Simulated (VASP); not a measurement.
SiNi: relaxation of cell and atoms with r2SCAN

The system is SiNi.

```
Si Ni
1.0
     1.96735   -1.96714    0.00000
     1.96735    1.96714    0.00000
     0.00000    0.00000    2.79192
Si Ni
1 1
Direct
  0.00000 0.00000 0.00000
  0.50000 0.50000 0.50000
```

| Item | Value |
| --- | --- |
| Program | VASP 6.6.1 |
| Task | relaxation of cell and atoms |
| Functional | r2SCAN |
| Potentials or basis | VASP PAW PBE potentials, release 64 (Si, Ni) |
| Cutoff | 600 eV |
| k mesh | 16 × 16 × 16 |
| Occupations | gaussian, width 0.1 eV |
| Spin | no spin polarisation |
| Dipole correction | no |
| Further INCAR settings | ALGO = Normal; EDIFF = 1e-06; IBRION = 2; EDIFFG = -0.01; NSW = 80; ISIF = 3 |

The relaxed volume is 10.96 Å³/atom. The relaxed cell is a = 2.796 Å, b = 2.796 Å, c = 2.805 Å, α = 90.00°, β = 90.00°, γ = 90.00° and the space group after relaxing (to 0.1 Å) is Pm-3m (No. 221). The energy gained by relaxing is 1.5 meV/atom and the ionic steps are 3. The pressure after relaxing is -0.1 GPa and the band gap on the k mesh is zero (bands 7 and 8 overlap by 3.20 eV).

The path:
```
step  energy change (eV)  largest force (eV/Å)  pressure (GPa)  volume (Å³)
   1              0.0000                0.0000            3.07        21.61
   2              0.0004                0.0000           -2.93        22.26
   3             -0.0029                0.0000           -0.11        21.92
```

Final structure:
```cif
data_structure
_symmetry_space_group_name_H-M 'P 1'
_symmetry_Int_Tables_number 1
_cell_length_a 2.7955
_cell_length_b 2.7955
_cell_length_c 2.8049
_cell_angle_alpha 90.000
_cell_angle_beta 90.000
_cell_angle_gamma 89.995
_cell_volume 21.92
loop_
_atom_site_label
_atom_site_type_symbol
_atom_site_fract_x
_atom_site_fract_y
_atom_site_fract_z
_atom_site_occupancy
Si1 Si 0.00000 0.00000 0.00000 1
Ni1 Ni 0.50000 0.50000 0.50000 1
```

Levels at points of the mesh, in eV from the Fermi level:
```csv
k point,band 3,band 4,band 5,band 6,band 7,band 8,band 9,band 10,band 11
"(0.00, 0.00, 0.00)",-4.78,-2.66,-2.66,-2.65,2.48,2.60,2.60,6.82,6.84
"(0.50, 0.00, 0.00)",-4.12,-3.74,-3.71,-2.53,-1.77,6.57,7.60,7.69,9.04
"(0.50, 0.50, 0.00)",-6.14,-4.94,-3.35,-3.35,-2.06,0.23,0.60,8.14,13.73
"(0.00, 0.00, 0.50)",-4.12,-3.71,-3.71,-2.52,-1.80,6.57,7.66,7.66,9.15
"(0.50, 0.00, 0.50)",-6.15,-4.95,-3.33,-3.33,-2.08,0.22,0.57,8.22,13.73
"(0.50, 0.50, 0.50)",-6.67,-2.04,-2.03,-1.89,0.56,0.57,0.57,2.31,2.31
```

Wall time 17 min on 1 thread of Oxide Virtual Turin-like Processor, on a shared host, peak memory 0.31 GiB.

Caveat: the PAW data sets were made with another functional, which shifts forces and pressure a little. Spin polarisation is off, so any magnetic state and its effect on volume and gap are missing.
